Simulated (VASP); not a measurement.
# Ca (Cmcm) in VASP: notebook

The runs below take Ca through single point, with PBEsol.

All numbers are computed with VASP 6.6.1; they aren't measurements. Logs are shortened: lines on timing, memory, paths and dates and some standing lists are left out, and cuts for length are marked.

## Step 1: The cell of the first run

The structure is orthorhombic, space group Cmcm (No. 63). Conventional cell: a = 3.956 Å, b = 6.814 Å, c = 6.531 Å, α = 90.00°, β = 90.00°, γ = 90.00°. Within 5.2 Å of Ca (site symmetry m2m) lie 12 Ca at 3.94 to 3.99 Å.

## Step 2: Single point, PBEsol

INCAR

```
SYSTEM = Ca
  ALGO = Normal
  EDIFF = 1E-7
  ENCUT = 520
  GGA = PS
  ISIF = 2
  ISMEAR = 0
  LASPH = .TRUE.
  LCHARG = .FALSE.
  LREAL = .FALSE.
  LWAVE = .FALSE.
  NBANDS = 17
  NELM = 60
  PREC = Accurate
  SIGMA = 0.15
```

KPOINTS

```
k-points
0
G
  9 9 5
  0 0 0
```

POSCAR

```
Ca
1.0
    1.9778251378     -3.4067707805      0.0000000000
    1.9778251378      3.4067707805      0.0000000000
    0.0000000000      0.0000000000      6.5307371157
Ca
2
Direct
    0.8355870000      0.1644130000      0.2500000000
    0.1644130000      0.8355870000      0.7500000000
```

Potentials or basis: VASP PAW PBE potentials, release 64 (Ca_sv).

Command:

```bash
$ cat potpaw_PBE.64/Ca_sv/POTCAR > POTCAR
$ mpirun -np 1 vasp_std > vasp.out
```

OUTCAR:

```text
SYSTEM = Ca
   EDIFF = 1E-7
   ENCUT = 520
   GGA = PS
   ISIF = 2
   ISMEAR = 0
   LASPH = .TRUE.
   LREAL = .FALSE.
   NELM = 60
   PREC = Accurate

 ion  position               nearest neighbor table
   1  0.836  0.164  0.250-
   2  0.164  0.836  0.750-

  LATTYP: Found a base centered orthorhombic cell.
 ALAT       =     3.9556502756
 B/A-ratio  =     1.7224833052
 C/A-ratio  =     1.6509895114

  Lattice vectors:

 A1 = (   1.9778251378,  -3.4067707805,   0.0000000000)
 A2 = (   1.9778251378,   3.4067707805,   0.0000000000)
 A3 = (   0.0000000000,   0.0000000000,   6.5307371157)

Analysis of symmetry for initial positions (statically):
=====================================================================
 Subroutine PRICEL returns:
 Original cell was already a primitive cell.

 Routine SETGRP: Setting up the symmetry group for a
 base centered orthorhombic supercell.

 Subroutine GETGRP returns: Found  8 space group operations
 (whereof  4 operations were pure point group operations)
 out of a pool of  8 trial point group operations.

The static configuration has the point symmetry C_2h.
 The point group associated with its full space group is D_2h.

Analysis of symmetry for dynamics (positions and initial velocities):
=====================================================================
 Subroutine PRICEL returns:
 Original cell was already a primitive cell.

 Routine SETGRP: Setting up the symmetry group for a
 base centered orthorhombic supercell.

 Subroutine GETGRP returns: Found  8 space group operations
 (whereof  4 operations were pure point group operations)
 out of a pool of  8 trial point group operations.

The dynamic configuration has the point symmetry C_2h.
 The point group associated with its full space group is D_2h.

 Subroutine INISYM returns: Found  8 space group operations
 (whereof  4 operations are pure point group operations),
 and found     1 'primitive' translations

----------------------------------------------------------------------------------------

                                     Primitive cell

  volume of cell :      88.0082

  direct lattice vectors                    reciprocal lattice vectors
     1.977825138 -3.406770781  0.000000000     0.252802935 -0.146766552  0.000000000
     1.977825138  3.406770781  0.000000000     0.252802935  0.146766552  0.000000000
     0.000000000  0.000000000  6.530737116     0.000000000  0.000000000  0.153122072

  length of vectors
     3.939273972  3.939273972  6.530737116     0.292317883  0.292317883  0.153122072

  position of ions in fractional coordinates (direct lattice)
     0.835587000  0.164413000  0.250000000
     0.164413000  0.835587000  0.750000000

  ion indices of the primitive-cell ions
   primitive index   ion index
                 1           1
                 2           2

----------------------------------------------------------------------------------------

 KPOINTS: k-points

Automatic generation of k-mesh.
 Grid dimensions read from file:
 generate k-points for:    9    9    5

 Generating k-lattice:

  Cartesian coordinates                     Fractional coordinates (reciprocal lattice)
     0.028089215 -0.016307395  0.000000000     0.111111111  0.000000000  0.000000000
     0.028089215  0.016307395  0.000000000     0.000000000  0.111111111  0.000000000
     0.000000000  0.000000000  0.030624414     0.000000000  0.000000000  0.200000000

  Length of vectors
     0.032479765  0.032479765  0.030624414

  Shift w.r.t. Gamma in fractional coordinates (k-lattice)
     0.000000000  0.000000000  0.000000000

 Subroutine IBZKPT returns following result:
 ===========================================

 Found     75 irreducible k-points:

 Following reciprocal coordinates:
            Coordinates               Weight
  0.000000  0.000000  0.000000      1.000000
  0.111111 -0.000000  0.000000      4.000000
  0.222222 -0.000000  0.000000      4.000000
  0.333333 -0.000000  0.000000      4.000000
  0.444444 -0.000000  0.000000      4.000000
  0.111111  0.111111  0.000000      2.000000
[... 16 lines left out ...]
 -0.333333  0.333333  0.000000      2.000000
  0.444444  0.444444  0.000000      2.000000
 [... further k-points ...]
   k-points           NKPTS =     75   k-points in BZ     NKDIM =     75   number of bands    NBANDS=     17
   number of dos      NEDOS =    301   number of ions     NIONS =      2
   total plane-waves  NPLWV =  45000
   dimension x,y,z NGX =    30 NGY =   30 NGZ =   50
   dimension x,y,z NGXF=    60 NGYF=   60 NGZF=  100
   ions per type =               2
   NGX,Y,Z   is equivalent  to a cutoff of  12.66, 12.66, 12.73 a.u.
   NGXF,Y,Z  is equivalent  to a cutoff of  25.32, 25.32, 25.46 a.u.
 SYSTEM =  Ca
   PREC   = accura    normal or accurate (medium, high low for compatibility)
   ISTART =      0    job   : 0-new  1-cont  2-samecut
   ICHARG =      2    charge: 1-file 2-atom 10-const
   ISPIN  =      1    spin polarized calculation?
   LNONCOLLINEAR =      F non collinear calculations
   LSORBIT =      F    spin-orbit coupling
   LASPH  =      T    aspherical Exc in radial PAW
   ENCUT  =  520.0 eV  38.22 Ry    6.18 a.u.   7.32  7.32 12.14*2*pi/ulx,y,z
   NELM   =     60;   NELMIN=  2; NELMDL= -5     # of ELM steps
   EDIFF  = 0.1E-06   stopping-criterion for ELM
   LREAL  =      F    real-space projection
   EDIFFG = 0.1E-05   stopping-criterion for IOM
   NSW    =      0    number of steps for IOM
   IBRION =     -1    ionic relax: 0-MD 1-quasi-New 2-CG
   NFREE  =      0    steps in history (QN), initial steepest desc. (CG)
   ISIF   =      2    stress and relaxation
   ISYM   =      2    0-nonsym 1-usesym 2-fastsym
   POTIM  = 0.5000    time-step for ionic-motion
   TEBEG  =    0.0;   TEEND  =   0.0 temperature during run
   PSTRESS=    0.0 pullay stress
   NELECT =      20.0000    total number of electrons
   NUPDOWN=      -1.0000    fix difference up-down
   EMIN   =  10.00;   EMAX   =-10.00  energy-range for DOS
   EFERMI =   0.00;   METHOD = LEGACY
   ISMEAR =     0;   SIGMA  =   0.15  broadening in eV -4-tet -1-fermi 0-gaus
   EFERMI_NEDOS =   21; number of points for ismear=-14 and -15
   IALGO  =     38    algorithm
   IMIX   =      4    mixing-type and parameters
     AMIX     =   0.40;   BMIX     =  1.00
     AMIX_MAG =   1.60;   BMIX_MAG =  1.00
  volume/ion in A,a.u.               =      44.00       296.95
  Fermi-wavevector in a.u.,A,eV,Ry     =   0.999027  1.887887 13.579358  0.998055
  Thomas-Fermi vector in A             =   2.131290
   LORBIT       =      0    0 simple, 1 ext, 2 COOP (PROOUT), +10 PAW based schemes
   GGA     = PS    functional components
   LHFCALC =     F    Hartree Fock is set to
   AEXX    =    0.0000 exact exchange contribution
   IVDW    =     0    specifies the selected vdW correction
   LEPSILON=     F    determine dielectric tensor
   LRPA    =     F    only Hartree local field effects (RPA)
 non-spin polarized calculation
 Gauss-broadening in eV      SIGMA  =   0.15
  energy-cutoff  :      520.00
  volume of cell :       88.01
 maximum number of plane-waves:      2406
 NGX is ok and might be reduce to    30
   NGX = 15   NGY = 15   NGZ = 25

 number of electron      20.0000001 magnetization

 Free energy of the ion-electron system (eV)
  ---------------------------------------------------
  ext. energy  EPLUGINS =         0.00000000
  ---------------------------------------------------
  free energy    TOTEN  =        -4.24865943 eV

  energy without entropy =       -4.22369492  energy(sigma->0) =       -4.23617718

 E-fermi :   1.7702     XC(G=0):  -7.6782

 val. band max:        1.7577298115   @ k =  -0.3333   0.2222   0.0000
 cond. band min:       1.7725861311   @ k =   0.3333  -0.0000   0.0000
 fundamental gap:      0.0148563196
 Fermi energy:         1.7702172419

 k-point     1 :       0.0000    0.0000    0.0000
  band No.  band energies     occupation
      1     -40.2020      2.00000
      2     -40.1913      2.00000
      3     -21.3100      2.00000
      4     -21.2173      2.00000
      5     -21.2156      2.00000
      6     -21.2009      2.00000
[... 9 lines left out ...]
     16       4.3113      0.00000
     17       4.7003      0.00000

 k-point     2 :       0.1111   -0.0000    0.0000
  band No.  band energies     occupation
      1     -40.2007      2.00000
      2     -40.1906      2.00000
      3     -21.3055      2.00000
      4     -21.2273      2.00000
      5     -21.2202      2.00000
      6     -21.2123      2.00000
[... 9 lines left out ...]
     16       4.4283      0.00000
     17       4.5053      0.00000

 k-point     3 :       0.2222   -0.0000    0.0000
  band No.  band energies     occupation
      1     -40.1976      2.00000
      2     -40.1891      2.00000
      3     -21.2930      2.00000
      4     -21.2556      2.00000
      5     -21.2408      2.00000
      6     -21.2286      2.00000
[... 9 lines left out ...]
     16       4.4598      0.00000
     17       4.5214      0.00000

 k-point     4 :       0.3333   -0.0000    0.0000
  band No.  band energies     occupation
      1     -40.1938      2.00000
      2     -40.1875      2.00000
      3     -21.2882      2.00000
      4     -21.2763      2.00000
      5     -21.2723      2.00000
      6     -21.2378      2.00000
[... 9 lines left out ...]
     16       4.8770      0.00000
     17       5.1041      0.00000

 k-point     5 :       0.4444   -0.0000    0.0000
  band No.  band energies     occupation
      1     -40.1909      2.00000
      2     -40.1868      2.00000
      3     -21.3096      2.00000
      4     -21.2925      2.00000
      5     -21.2619      2.00000
      6     -21.2438      2.00000
[... 9 lines left out ...]
     16       5.4369      0.00000
     17       5.6836      0.00000

 k-point     6 :       0.1111    0.1111    0.0000
  band No.  band energies     occupation
      1     -40.1986      2.00000
      2     -40.1895      2.00000
      3     -21.2971      2.00000
      4     -21.2433      2.00000
      5     -21.2363      2.00000
      6     -21.2230      2.00000
[... 9 lines left out ...]
     16       4.3658      0.00000
     17       4.4305      0.00000

 k-point     7 :       0.2222    0.1111    0.0000
  band No.  band energies     occupation
      1     -40.1951      2.00000
      2     -40.1880      2.00000
      3     -21.2824      2.00000
      4     -21.2715      2.00000
      5     -21.2616      2.00000
      6     -21.2359      2.00000
[... 9 lines left out ...]
     16       4.6121      0.00000
     17       4.9098      0.00000

 k-point     8 :       0.3333    0.1111    0.0000
  band No.  band energies     occupation
      1     -40.1917      2.00000
      2     -40.1869      2.00000
      3     -21.2981      2.00000
      4     -21.2828      2.00000
      5     -21.2660      2.00000
      6     -21.2472      2.00000
[... 9 lines left out ...]
     16       5.0162      0.00000
     17       5.4406      0.00000
[... 203 lines left out ...]
      1     -40.1974      2.00000
      2     -40.1890      2.00000
      3     -21.2922      2.00000
      4     -21.2572      2.00000
      5     -21.2417      2.00000
      6     -21.2280      2.00000
[... 9 lines left out ...]
     16       4.4766      0.00000
     17       4.5013      0.00000

 k-point    20 :       0.3333    0.3333    0.0000
  band No.  band energies     occupation
      1     -40.1877      2.00000
      2     -40.1873      2.00000
      3     -21.2920      2.00000
      4     -21.2762      2.00000
      5     -21.2762      2.00000
      6     -21.2588      2.00000
[... 9 lines left out ...]
     16       5.2876      0.00000
     17       5.3406      0.00000

 k-point    21 :       0.4444    0.3333    0.0000
  band No.  band energies     occupation
      1     -40.1890      2.00000
      2     -40.1869      2.00000
      3     -21.2999      2.00000
      4     -21.2856      2.00000
      5     -21.2625      2.00000
      6     -21.2496      2.00000
[... 9 lines left out ...]
     16       5.1726      0.00000
     17       5.3783      0.00000

 k-point    22 :      -0.4444    0.3333    0.0000
  band No.  band energies     occupation
      1     -40.1912      2.00000
      2     -40.1870      2.00000
      3     -21.3006      2.00000
      4     -21.2857      2.00000
      5     -21.2632      2.00000
      6     -21.2463      2.00000
[... 9 lines left out ...]
     16       5.0352      0.00000
     17       5.4028      0.00000

 k-point    23 :      -0.3333    0.3333    0.0000
  band No.  band energies     occupation
      1     -40.1934      2.00000
      2     -40.1875      2.00000
      3     -21.2901      2.00000
      4     -21.2744      2.00000
      5     -21.2741      2.00000
      6     -21.2377      2.00000
[... 9 lines left out ...]
     16       4.9056      0.00000
     17       5.0840      0.00000

 k-point    24 :       0.4444    0.4444    0.0000
  band No.  band energies     occupation
      1     -40.1895      2.00000
      2     -40.1869      2.00000
      3     -21.3112      2.00000
      4     -21.2941      2.00000
      5     -21.2526      2.00000
      6     -21.2509      2.00000
[... 9 lines left out ...]
     16       5.4203      0.00000
     17       5.6367      0.00000

 [... further k-points ...]
[... 5 lines left out ...]
  --------------------------------------------------------------------------------------
  -------------------------------------------------------------------------------------
  Total       -0.6910351     -0.5746146     -0.7142262      0.0000000      0.0000000      0.0000000
  in kB      -12.5802032    -10.4607848    -13.0023953      0.0000000      0.0000000      0.0000000
  external PRESSURE =     -12.0144611 kB  Pullay stress =       0.0000000 kB

 VOLUME and BASIS-vectors are now :
 -----------------------------------------------------------------------------
  energy-cutoff  :      520.00
  volume of cell :       88.01
      direct lattice vectors                 reciprocal lattice vectors
     1.977825138 -3.406770781  0.000000000     0.252802935 -0.146766552  0.000000000
     1.977825138  3.406770781  0.000000000     0.252802935  0.146766552  0.000000000
     0.000000000  0.000000000  6.530737116     0.000000000  0.000000000  0.153122072

 POSITION                                       TOTAL-FORCE (eV/Angst)
 -----------------------------------------------------------------------------------
      1.97783     -2.28654      1.63268         0.000000      0.015639     -0.000000
      1.97783      2.28654      4.89805         0.000000     -0.015639      0.000000
 -----------------------------------------------------------------------------------
    total drift:                                0.000000      0.000000     -0.000000

  FREE ENERGIE OF THE ION-ELECTRON SYSTEM (eV)
  ---------------------------------------------------
  free  energy   TOTEN  =        -4.2486594274 eV

  energy  without entropy=       -4.2236949244  energy(sigma->0) =       -4.23617718
```

Wall time 86 s (1 thread of Intel Xeon Platinum 8259CL at 2.50GHz (Skylake/Cascade Lake), shared host); peak memory 0.25 GiB.

Results:

```yaml
Free_energy: -4.2487 eV
Pressure: -1.2 GPa
Largest_force: 0.016 eV/Å
Band_gap_on_the_k_mesh: zero (band 10 reaches 1.95 eV, above the bottom of band 11 at 1.49 eV)
```

Forces in eV/Å, atoms in the order of the input:
```
Ca   0.000  0.016  0.000
Ca   0.000 -0.016  0.000
```

Levels at points of the mesh, in eV from the Fermi level:
```tsv
k point	band 7	band 8	band 9	band 10	band 11	band 12	band 13	band 14
(0.00, 0.00, 0.00)	-22.97	-22.96	-4.00	-1.08	-0.28	2.16	2.21	2.25
```

Caveat: the PAW data sets were made with another functional, which shifts forces and pressure a little.

## Step 3: Single point, PBEsol

This run uses another cell than the first one, of 45.31 Å³/atom, 1.030 times its volume.

INCAR

```
PREC     = Accurate       # precision mode
ENCUT    = 520            # plane-wave cutoff, eV
EDIFF    = 1E-6           # SCF threshold, eV
ISMEAR   = 0              # smearing method
SIGMA    = 0.15           # smearing width, eV
LREAL    = False          # projectors in reciprocal space
LASPH    = True           # aspherical terms in the spheres
NELM     = 80             # most SCF steps
ALGO     = Normal         # electronic algorithm
ISIF     = 2              # what is computed and relaxed
LWAVE    = False          # write WAVECAR
LCHARG   = False          # write CHGCAR
GGA      = PS             # functional
NBANDS   = 17             # bands
```

KPOINTS

```
Automatic mesh
0
Gamma
  9 9 5
```

POSCAR

```
Ca
1.0
    1.9972168169     -3.4401726241      0.0000000000
    1.9972168169      3.4401726241      0.0000000000
    0.0000000000      0.0000000000      6.5947680333
Ca
2
Direct
    0.8355870000      0.1644130000      0.2500000000
    0.1644130000      0.8355870000      0.7500000000
```

Potentials or basis: VASP PAW PBE potentials, release 64 (Ca_sv).

Command:

```bash
$ cat potpaw_PBE.64/Ca_sv/POTCAR > POTCAR
$ mpirun -np 1 vasp_std > vasp.out
```

It took 82 s on 1 thread of Intel Xeon Platinum 8259CL at 2.50GHz (Skylake/Cascade Lake), shared host; peak memory 0.25 GiB.

Results (log left out):

| Property | Result |
| --- | --- |
| Free energy | -4.2263 eV |
| Pressure | -1.6 GPa |
| Largest force | 0.015 eV/Å |
| Band gap on the k mesh | zero (band 10 reaches 1.84 eV, above the bottom of band 11 at 1.37 eV) |

Forces on the atoms (eV/Å):
```
Ca   0.000  0.015  0.000
Ca   0.000 -0.015  0.000
```

Stress tensor (GPa, compression positive):
```
-1.63  0.00  0.00
 0.00 -1.44  0.00
 0.00  0.00 -1.70
```

Levels at points of the mesh, in eV from the Fermi level:
```
           k point  band 8  band 9  band 10  band 11  band 12  band 13
(0.00, 0.00, 0.00)  -23.04   -3.95    -1.07    -0.29     2.13     2.18
```

Caveat: the PAW data sets were made with another functional, which shifts forces and pressure a little.

## Step 4: Single point, PBEsol

This run uses another cell than the first one, of 46.62 Å³/atom, 1.059 times its volume.

INCAR

```
SYSTEM = Ca
PREC     = Accurate       ! precision mode
ENCUT    = 520            ! plane-wave cutoff, eV
EDIFF    = 1E-6           ! SCF threshold, eV
ISMEAR   = 0              ! smearing method
SIGMA    = 0.15           ! smearing width, eV
LREAL    = .False.        ! projectors in reciprocal space
LASPH    = .True.         ! aspherical terms in the spheres
NELM     = 100            ! most SCF steps
ALGO     = Normal         ! electronic algorithm
ISIF     = 2              ! what is computed and relaxed
LWAVE    = .False.        ! write WAVECAR
LCHARG   = .False.        ! write CHGCAR
GGA      = PS             ! functional
NBANDS   = 17             ! bands
```

KPOINTS

```
regular mesh
0
Gamma
  9 9 5
  0 0 0
```

POSCAR

```
Ca
1.0
    2.0162390743     -3.4729381449      0.0000000000
    2.0162390743      3.4729381449      0.0000000000
    0.0000000000      0.0000000000      6.6575791282
Ca
2
Direct
    0.8355870000      0.1644130000      0.2500000000
    0.1644130000      0.8355870000      0.7500000000
```

Command:

```bash
$ cat potpaw_PBE.64/Ca_sv/POTCAR > POTCAR
$ mpirun -np 1 vasp_std > vasp.out
```

It took 84 s on 1 thread of Intel Xeon Platinum 8259CL at 2.50GHz (Skylake/Cascade Lake), shared host; peak memory 0.25 GiB.

It converged, with:

```
Free energy            : -4.1980 eV
Pressure               : -1.9 GPa
Largest force          : 0.015 eV/Å
Band gap on the k mesh : zero (band 10 reaches 1.73 eV, above the bottom of band 11 at 1.25 eV)
```

Forces in eV/Å, atoms in the order of the input:
```
Ca   0.000  0.015  0.000
Ca   0.000 -0.015  0.000
```

Stress tensor (GPa, compression positive):
```
-1.96  0.00  0.00
 0.00 -1.77  0.00
 0.00  0.00 -2.05
```

Levels at points of the mesh, in eV from the Fermi level:
| k point | band 8 | band 9 | band 10 | band 11 | band 12 | band 13 |
| --- | --- | --- | --- | --- | --- | --- |
| (0.00, 0.00, 0.00) | -23.10 | -3.89 | -1.05 | -0.30 | 2.09 | 2.14 |

Caveat: the PAW data sets were made with another functional, which shifts forces and pressure a little.

## Step 5: The runs side by side

| cell | gap on the mesh (eV) | pressure (GPa) | largest force (eV/Å) |
| --- | --- | --- | --- |
| a = 3.939, b = 3.939, c = 6.531 Å, angles 90.0, 90.0, 119.7°, 2 atoms | none | -1.2 | 0.02 |
| a = 3.978, b = 3.978, c = 6.595 Å, angles 90.0, 90.0, 119.7°, 2 atoms | none | -1.6 | 0.02 |
| a = 4.016, b = 4.016, c = 6.658 Å, angles 90.0, 90.0, 119.7°, 2 atoms | none | -1.9 | 0.01 |

Alike in all rows: task single point; level PBEsol; potentials or basis VASP PAW PBE potentials, release 64 (Ca_sv); no spin polarisation; k mesh 9 × 9 × 5; cutoff (eV) 520; smearing gaussian 0.15 eV.

Caveats: the PAW data sets were made with another functional, which shifts forces and pressure a little.

Total energies depend on the potentials used, so only differences within one code and one set of settings carry meaning.
